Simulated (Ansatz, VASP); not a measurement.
**One calculation of MnO, two programs**

File INCAR:

```
SYSTEM = MnO
PREC = Accurate ; ENCUT = 520
EDIFF = 1E-7 ; ISMEAR = 0
SIGMA = 0.05 ; LREAL = .FALSE.
LASPH = .TRUE. ; NELM = 150
ALGO = Normal ; ISIF = 2
LWAVE = .FALSE. ; LCHARG = .FALSE.
ISPIN = 2 ; MAGMOM = 5 5 0 0
LORBIT = 11 ; LMAXMIX = 4
GGA = PE ; NBANDS = 31
```

Contents of KPOINTS:

```
regular mesh
0
G
  12 12 8
  0 0 0
```

POSCAR

```
MnO
1.0
    0.0000000000      2.2200320392     -2.2200320392
    0.0000000000      2.2200320392      2.2200320392
    4.4400640784      0.0000000000      0.0000000000
Mn O
2 2
Direct
    0.0000000000      0.0000000000      0.0000000000
    0.5000000000      0.5000000000      0.5000000000
    0.0000000000      1.0000000000      0.5000000000
    0.5000000000      1.5000000000      1.0000000000
```

Input for Ansatz:

```yaml
crystal:
  lattice:
    - [0.0, 2.2200320392, -2.2200320392]
    - [0.0, 2.2200320392, 2.2200320392]
    - [4.4400640784, 0.0, 0.0]
  atoms:
    - { symbol: Mn, position: [0.0, 0.0, 0.0], spin: 5.0 }
    - { symbol: O, position: [0.0, 1.0, 0.5] }
    - { symbol: Mn, position: [0.5, 0.5, 0.5], spin: 5.0 }
    - { symbol: O, position: [0.5, 1.5, 1.0] }
basis:
  ecutwfc: 420
  ecutrho_ratio: 4
kpoints:
  mp_grid: { grid: [12, 12, 8] }
hamiltonian:
  xc: pbe
scf:
  occupations: { method: gaussian, width: 0.05 }
  lower_state_search: "off"
output:
  forces: true
  stress: true
  eigenvalues: true
  populations: true
magnetization:
  spin_polarized: true
```

Alike in both runs: task single point; functional PBE; k mesh 12 × 12 × 8; occupations gaussian, width 0.05 eV; collinear spin.

|  | VASP | Ansatz |
| --- | --- | --- |
| version | VASP 6.6.1 | Ansatz 0.2.0 |
| potentials or method | VASP PAW PBE potentials, release 64 (Mn_pv, O), cutoff 520 eV | scalar-relativistic, plane waves, PAW |
| valence electrons in the cell | 38 | 42 |

|  | VASP | Ansatz | Ansatz less VASP |
| --- | --- | --- | --- |
| gap on the k mesh at the Fermi level (eV) | none | none | - |
| pressure (GPa) | 0.6 | 0.3 | -0.23 |
| net moment per atom (μB) | 2.38 | 2.38 | -0.001 |
| size of the moment on the site where the two differ most (μB) | 4.33 | 4.04 | -0.287 |

Site moments also hang on the region over which each program counts them. A gap of «none» marks a metal or a gap that the smearing closes. VASP's potentials hold 38 valence electrons a cell and Ansatz's 42, so a difference there can come from the potentials and not from the codes.
